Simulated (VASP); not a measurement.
# NiO (zincblende type) (F-43m) in VASP: a series of runs, part 2 of 2

VASP 6.6.1. Earlier steps stand in the parts before.

**4. Single point, PBE, collinear spin, ferromagnetic start**

This run uses another cell than the first one, of 11.25 Å³/atom, 1.053 times its volume.

Contents of INCAR:

```
ALGO = Normal
EDIFF = 1E-6
ENCUT = 520
GGA = PE
ISIF = 2
ISMEAR = -1
ISPIN = 2
LASPH = T
LCHARG = T
LELF = T
LMAXMIX = 4
LORBIT = 11
LREAL = F
LVHAR = T
LWAVE = F
MAGMOM = 1.5 0
NBANDS = 19
NELM = 150
PREC = Accurate
SIGMA = 0.03
```

Contents of KPOINTS:

```
k-points
0
Gamma
  14 14 14
```

Contents of POSCAR:

```
NiO
1.0
    0.0000000000      2.2407094874      2.2407094874
    2.2407094874      0.0000000000      2.2407094874
    2.2407094874      2.2407094874      0.0000000000
Ni O
1 1
Direct
    0.0000000000      0.0000000000      0.0000000000
    0.2500000000      0.2500000000      0.2500000000
```

Potentials or basis: VASP PAW PBE potentials, release 64 (Ni, O).

Started as:

```
$ cat potpaw_PBE.64/Ni/POTCAR potpaw_PBE.64/O/POTCAR > POTCAR
$ mpirun -np 1 vasp_std > vasp.out
```

OUTCAR:

```text
EDIFF = 1E-6
   ENCUT = 520
   GGA = PE
   ISIF = 2
   ISMEAR = -1
   ISPIN = 2
   LASPH = T
   LORBIT = 11
   LREAL = F
   NELM = 150
   PREC = Accurate

 ion  position               nearest neighbor table
   1  0.000  0.000  0.000-   2 1.94   2 1.94   2 1.94   2 1.94
   2  0.250  0.250  0.250-   1 1.94   1 1.94   1 1.94   1 1.94

  LATTYP: Found a face centered cubic cell.
 ALAT       =     4.4814189748

  Lattice vectors:

 A1 = (   0.0000000000,   2.2407094874,   2.2407094874)
 A2 = (   2.2407094874,   0.0000000000,   2.2407094874)
 A3 = (   2.2407094874,   2.2407094874,   0.0000000000)

Analysis of symmetry for initial positions (statically):
=====================================================================
 Subroutine PRICEL returns:
 Original cell was already a primitive cell.

 Routine SETGRP: Setting up the symmetry group for a
 face centered cubic supercell.

 Subroutine GETGRP returns: Found 24 space group operations
 (whereof 24 operations were pure point group operations)
 out of a pool of 48 trial point group operations.

The static configuration has the point symmetry T_d .

Analysis of symmetry for dynamics (positions and initial velocities):
=====================================================================
 Subroutine PRICEL returns:
 Original cell was already a primitive cell.

 Routine SETGRP: Setting up the symmetry group for a
 face centered cubic supercell.

 Subroutine GETGRP returns: Found 24 space group operations
 (whereof 24 operations were pure point group operations)
 out of a pool of 48 trial point group operations.

The dynamic configuration has the point symmetry T_d .

Analysis of structural, dynamic, and magnetic symmetry:
=====================================================================
 Subroutine PRICEL returns:
 Original cell was already a primitive cell.

 Routine SETGRP: Setting up the symmetry group for a
 face centered cubic supercell.

 Subroutine GETGRP returns: Found 24 space group operations
 (whereof 24 operations were pure point group operations)
[... 140 lines left out ...]

 Free energy of the ion-electron system (eV)
  ---------------------------------------------------
  ext. energy  EPLUGINS =         0.00000000
  ---------------------------------------------------
  free energy    TOTEN  =       -11.59810357 eV

  energy without entropy =      -11.59280259  energy(sigma->0) =      -11.59545308

 E-fermi :   5.5868     XC(G=0): -11.2345

 val. band max:        5.5849072938   @ k =  -0.2143   0.2143   0.0000
 cond. band min:       5.5957589570   @ k =   0.4286   0.4286   0.0000
 fundamental gap:      0.0108516632
 Fermi energy:         5.5867834469

 spin component 1

 k-point     1 :       0.0000    0.0000    0.0000
  band No.  band energies     occupation
      1     -14.3660      1.00000
      2      -0.3972      1.00000
      3      -0.3972      1.00000
      4      -0.3972      1.00000
      5       3.1661      1.00000
      6       3.1661      1.00000
[... 517 lines left out ...]
     18      32.1436      0.00000
     19      33.0924      0.00000

 [... further k-points ...]

 spin component 2

 k-point     1 :       0.0000    0.0000    0.0000
  band No.  band energies     occupation
      1     -13.7657      1.00000
      2       0.6048      1.00000
      3       0.6048      1.00000
      4       0.6049      1.00000
      5       4.2289      1.00000
      6       4.2290      1.00000
[... 517 lines left out ...]
     18      32.4005      0.00000
     19      33.3871      0.00000

 [... further k-points ...]
[... 5 lines left out ...]
  --------------------------------------------------------------------------------------
  -------------------------------------------------------------------------------------
  Total        0.0360304      0.0360304      0.0360304     -0.0000000     -0.0000000     -0.0000000
  in kB        2.5656253      2.5656253      2.5656253     -0.0000000     -0.0000000     -0.0000000
  external PRESSURE =       2.5656253 kB  Pullay stress =       0.0000000 kB

 VOLUME and BASIS-vectors are now :
 -----------------------------------------------------------------------------
  energy-cutoff  :      520.00
  volume of cell :       22.50
      direct lattice vectors                 reciprocal lattice vectors
     0.000000000  2.240709487  2.240709487    -0.223143608  0.223143608  0.223143608
     2.240709487  0.000000000  2.240709487     0.223143608 -0.223143608  0.223143608
     2.240709487  2.240709487  0.000000000     0.223143608  0.223143608 -0.223143608

 POSITION                                       TOTAL-FORCE (eV/Angst)
 -----------------------------------------------------------------------------------
      0.00000      0.00000      0.00000         0.000000      0.000000      0.000000
      1.12035      1.12035      1.12035        -0.000000     -0.000000     -0.000000
 -----------------------------------------------------------------------------------
    total drift:                                0.000001      0.000001      0.000001

  FREE ENERGIE OF THE ION-ELECTRON SYSTEM (eV)
  ---------------------------------------------------
  free  energy   TOTEN  =       -11.5981035658 eV

  energy  without entropy=      -11.5928025877  energy(sigma->0) =      -11.59545308

 total charge

# of ion       s       p       d       tot
------------------------------------------
    1        0.380   0.479   8.241   9.100
    2        1.556   3.417   0.000   4.973
--------------------------------------------------
tot          1.936   3.896   8.241  14.073

 magnetization (x)

# of ion       s       p       d       tot
------------------------------------------
    1        0.003   0.039   1.453   1.495
    2        0.016   0.344   0.000   0.360
--------------------------------------------------
tot          0.020   0.383   1.453   1.855
```

OSZICAR:

```text
N       E                     dE             d eps       ncg     rms          rms(c)
DAV:   1     0.901903780576E+02    0.90190E+02   -0.69767E+03  8206   0.985E+02
DAV:   2    -0.832961192528E+01   -0.98520E+02   -0.85598E+02  8091   0.235E+02
DAV:   3    -0.144441537355E+02   -0.61145E+01   -0.58962E+01  9167   0.602E+01
DAV:   4    -0.145071442169E+02   -0.62990E-01   -0.62939E-01  8728   0.590E+00
DAV:   5    -0.145082843654E+02   -0.11401E-02   -0.11401E-02  8818   0.816E-01    0.174E+01
DAV:   6    -0.137728610383E+02    0.73542E+00   -0.21250E+01  9140   0.747E+01    0.242E+01
DAV:   7    -0.116306498399E+02    0.21422E+01   -0.96704E+00  9235   0.609E+01    0.701E+00
DAV:   8    -0.116076457154E+02    0.23004E-01   -0.33256E-01  9288   0.587E+00    0.364E+00
DAV:   9    -0.115982201362E+02    0.94256E-02   -0.56503E-02 10885   0.350E+00    0.118E+00
DAV:  10    -0.115986966798E+02   -0.47654E-03   -0.72439E-03  9778   0.108E+00    0.407E-01
DAV:  11    -0.115980461641E+02    0.65052E-03   -0.46759E-03 10365   0.116E+00    0.919E-02
DAV:  12    -0.115980766688E+02   -0.30505E-04   -0.49910E-04  8492   0.231E-01    0.399E-02
DAV:  13    -0.115981167956E+02   -0.40127E-04   -0.95454E-05  8578   0.834E-02    0.323E-02
DAV:  14    -0.115981017457E+02    0.15050E-04   -0.23412E-05 11393   0.770E-02    0.838E-03
DAV:  15    -0.115981042558E+02   -0.25101E-05   -0.67034E-06  8442   0.197E-02    0.143E-02
DAV:  16    -0.115981035658E+02    0.68996E-06   -0.28431E-06  6557   0.307E-02
   1 F= -.11598104E+02 E0= -.11595453E+02  d E =-.530098E-02  mag=     1.9117
```

stdout:

```text
POSCAR found type information on POSCAR NiO
 POSCAR found :  2 types and       2 ions
 scaLAPACK will be used
 LDA part: xc-table for (Slater+PW92), standard interpolation
 POSCAR, INCAR and KPOINTS ok, starting setup
 FFT: planning ... GRIDC
 FFT: planning ... GRID_SOFT
 FFT: planning ... GRID
 WAVECAR not read
 entering main loop
```

Run time: 44 s. Hardware: 1 thread of Intel Xeon Platinum 8488C (Sapphire Rapids), shared host; peak memory 0.19 GiB.

What came out:

```
Free energy                                           : -11.5981 eV
Pressure                                              : 0.3 GPa
Net moment                                            : 1.91 μB per cell
Site moments                                          : Ni +1.50; O +0.36 μB
Valence electrons inside the program's atomic spheres : Ni 9.10; O 4.97
```

Caveat: a cell with one magnetic atom can't hold antiferromagnetic order, which such compounds often take; semilocal functionals often make such compounds metallic where correlation or magnetic order opens a gap, which also shifts bond lengths. With open d or f shells a metallic result of PBE can be an artefact of self-interaction; +U or a hybrid may open a gap.

**5. Single point, PBE, collinear spin, ferromagnetic start**

This run uses another cell than the first one, of 11.25 Å³/atom, 1.053 times its volume.

Contents of INCAR:

```
SYSTEM = NiO
  PREC = Accurate
  ENCUT = 520
  EDIFF = 1E-6
  ISMEAR = -1
  SIGMA = 0.03
  LREAL = .False.
  LASPH = .True.
  NELM = 150
  ALGO = Normal
  ISIF = 2
  LWAVE = .False.
  LCHARG = .False.
  ISPIN = 2
  MAGMOM = 1.5 0
  LORBIT = 11
  LMAXMIX = 4
  GGA = PE
  NBANDS = 19
```

Contents of KPOINTS:

```
Automatic mesh
0
Gamma
  14 14 14
  0 0 0
```

POSCAR is that of step 4.

Potentials or basis: VASP PAW PBE potentials, release 64 (Ni, O).

Started as:

```
$ cat potpaw_PBE.64/Ni/POTCAR potpaw_PBE.64/O/POTCAR > POTCAR
$ mpirun -np 1 vasp_std > vasp.out
```

OUTCAR:

```text
SYSTEM = NiO
   PREC = Accurate
   ENCUT = 520
   EDIFF = 1E-6
   ISMEAR = -1
   LREAL = .False.
   LASPH = .True.
   NELM = 150
   ISIF = 2
   ISPIN = 2
   LORBIT = 11
   GGA = PE

 ion  position               nearest neighbor table
   1  0.000  0.000  0.000-   2 1.94   2 1.94   2 1.94   2 1.94
   2  0.250  0.250  0.250-   1 1.94   1 1.94   1 1.94   1 1.94

  LATTYP: Found a face centered cubic cell.
 ALAT       =     4.4814189748

  Lattice vectors:

 A1 = (   0.0000000000,   2.2407094874,   2.2407094874)
 A2 = (   2.2407094874,   0.0000000000,   2.2407094874)
 A3 = (   2.2407094874,   2.2407094874,   0.0000000000)

Analysis of symmetry for initial positions (statically):
[... 1269 lines left out ...]
  energy-cutoff  :      520.00
  volume of cell :       22.50
      direct lattice vectors                 reciprocal lattice vectors
     0.000000000  2.240709487  2.240709487    -0.223143608  0.223143608  0.223143608
     2.240709487  0.000000000  2.240709487     0.223143608 -0.223143608  0.223143608
     2.240709487  2.240709487  0.000000000     0.223143608  0.223143608 -0.223143608

 POSITION                                       TOTAL-FORCE (eV/Angst)
 -----------------------------------------------------------------------------------
      0.00000      0.00000      0.00000         0.000000      0.000000      0.000000
      1.12035      1.12035      1.12035        -0.000000     -0.000000     -0.000000
 -----------------------------------------------------------------------------------
    total drift:                                0.000001      0.000001      0.000001

  FREE ENERGIE OF THE ION-ELECTRON SYSTEM (eV)
  ---------------------------------------------------
  free  energy   TOTEN  =       -11.5981035658 eV

  energy  without entropy=      -11.5928025877  energy(sigma->0) =      -11.59545308

 total charge

# of ion       s       p       d       tot
------------------------------------------
    1        0.380   0.479   8.241   9.100
    2        1.556   3.417   0.000   4.973
--------------------------------------------------
tot          1.936   3.896   8.241  14.073

 magnetization (x)

# of ion       s       p       d       tot
------------------------------------------
    1        0.003   0.039   1.453   1.495
    2        0.016   0.344   0.000   0.360
--------------------------------------------------
tot          0.020   0.383   1.453   1.855
```

OSZICAR:

```text
N       E                     dE             d eps       ncg     rms          rms(c)
DAV:   1     0.901903780576E+02    0.90190E+02   -0.69767E+03  8206   0.985E+02
DAV:   2    -0.832961192528E+01   -0.98520E+02   -0.85598E+02  8091   0.235E+02
DAV:   3    -0.144441537355E+02   -0.61145E+01   -0.58962E+01  9167   0.602E+01
DAV:   4    -0.145071442169E+02   -0.62990E-01   -0.62939E-01  8728   0.590E+00
DAV:   5    -0.145082843654E+02   -0.11401E-02   -0.11401E-02  8818   0.816E-01    0.174E+01
DAV:   6    -0.137728610383E+02    0.73542E+00   -0.21250E+01  9140   0.747E+01    0.242E+01
DAV:   7    -0.116306498399E+02    0.21422E+01   -0.96704E+00  9235   0.609E+01    0.701E+00
DAV:   8    -0.116076457154E+02    0.23004E-01   -0.33256E-01  9288   0.587E+00    0.364E+00
DAV:   9    -0.115982201362E+02    0.94256E-02   -0.56503E-02 10885   0.350E+00    0.118E+00
DAV:  10    -0.115986966798E+02   -0.47654E-03   -0.72439E-03  9778   0.108E+00    0.407E-01
DAV:  11    -0.115980461641E+02    0.65052E-03   -0.46759E-03 10365   0.116E+00    0.919E-02
DAV:  12    -0.115980766688E+02   -0.30505E-04   -0.49910E-04  8492   0.231E-01    0.399E-02
DAV:  13    -0.115981167956E+02   -0.40127E-04   -0.95454E-05  8578   0.834E-02    0.323E-02
DAV:  14    -0.115981017457E+02    0.15050E-04   -0.23412E-05 11393   0.770E-02    0.838E-03
DAV:  15    -0.115981042558E+02   -0.25101E-05   -0.67034E-06  8442   0.197E-02    0.143E-02
DAV:  16    -0.115981035658E+02    0.68996E-06   -0.28431E-06  6557   0.307E-02
   1 F= -.11598104E+02 E0= -.11595453E+02  d E =-.530098E-02  mag=     1.9117
```

stdout:

```text
POSCAR found type information on POSCAR NiO
 POSCAR found :  2 types and       2 ions
 scaLAPACK will be used
 LDA part: xc-table for (Slater+PW92), standard interpolation
 POSCAR, INCAR and KPOINTS ok, starting setup
 FFT: planning ... GRIDC
 FFT: planning ... GRID_SOFT
 FFT: planning ... GRID
 WAVECAR not read
 entering main loop
```

It took 45 s on 1 thread of Intel Xeon Platinum 8488C (Sapphire Rapids), shared host; peak memory 0.2 GiB.

Results:

```
Free energy                                           : -11.5981 eV
Pressure                                              : 0.3 GPa
Net moment                                            : 1.91 μB per cell
Site moments                                          : Ni +1.50; O +0.36 μB
Valence electrons inside the program's atomic spheres : Ni 9.10; O 4.97
```

Caveat: a cell with one magnetic atom can't hold antiferromagnetic order, which such compounds often take; semilocal functionals often make such compounds metallic where correlation or magnetic order opens a gap, which also shifts bond lengths. With open d or f shells a metallic result of PBE can be an artefact of self-interaction; +U or a hybrid may open a gap.

**6. The runs side by side**

```tsv
cell	gap on the mesh (eV)	pressure (GPa)	moment (μB)
a = 3.115 Å, angles 60.0°, 2 atoms	none	8.3	1.81
a = 3.142 Å, angles 60.0°, 2 atoms	none	4.0	1.86
a = 3.169 Å, angles 60.0°, 2 atoms	none	0.3	1.91
```

Alike in all rows: task single point; level PBE; potentials or basis VASP PAW PBE potentials, release 64 (Ni, O); spin collinear, ferromagnetic start; k mesh 14 × 14 × 14; cutoff (eV) 520; smearing fermi-dirac 0.03 eV.

Caveats: a cell with one magnetic atom can't hold antiferromagnetic order, which such compounds often take; semilocal functionals often make such compounds metallic where correlation or magnetic order opens a gap, which also shifts bond lengths.

Absolute energies hang on the potentials; compare differences alone.
